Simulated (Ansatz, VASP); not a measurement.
## One calculation of Hf2H3, two programs

```xyz
5
Lattice="3.5753 0.0000 0.0000 0.0000 4.3983 0.0000 0.0000 0.0000 5.3023" Properties=species:S:1:pos:R:3 pbc="T T T"
Hf    1.7877    2.1992    2.6511
Hf    1.7877    0.0000    2.6511
H     0.0000    0.0000    2.6511
H     1.7877    0.0000    0.0000
H     0.0000    0.0000    0.0000
```

Change from the starting cell: species swapped into the Zr3Cd2 type (Pmmm, No. 47).

Alike in both runs: task relaxation of cell and atoms; functional PBE; k mesh 6 × 4 × 4; occupations gaussian, width 0.1 eV; no spin polarisation.

```csv
,VASP,Ansatz
version,VASP 6.6.1,Ansatz 0.2.0
potentials or method,"VASP PAW PBE potentials, release 64 (Hf_pv, H), cutoff 600 eV","scalar-relativistic, plane waves, PAW"
valence electrons in the cell,23,55
```

VASP gave:

| Item | Value |
| --- | --- |
| gap on the k mesh at the Fermi level, each at its own relaxed structure (eV) | none |
| relaxed volume (Å³/atom) | 14.43 |
| relaxed cell length with the largest relative difference (Å) | 5.731 |

**Question.** Which values does Ansatz return?

**Answer.** gap on the k mesh at the Fermi level, each at its own relaxed structure (eV): none; relaxed volume (Å³/atom): 14.45; relaxed cell length with the largest relative difference (Å): 5.738.

A gap of «none» marks a metal or a gap that the smearing closes. VASP's potentials hold 23 valence electrons a cell and Ansatz's 55, so a difference there can come from the potentials and not from the codes.

Spin-orbit coupling is off throughout.
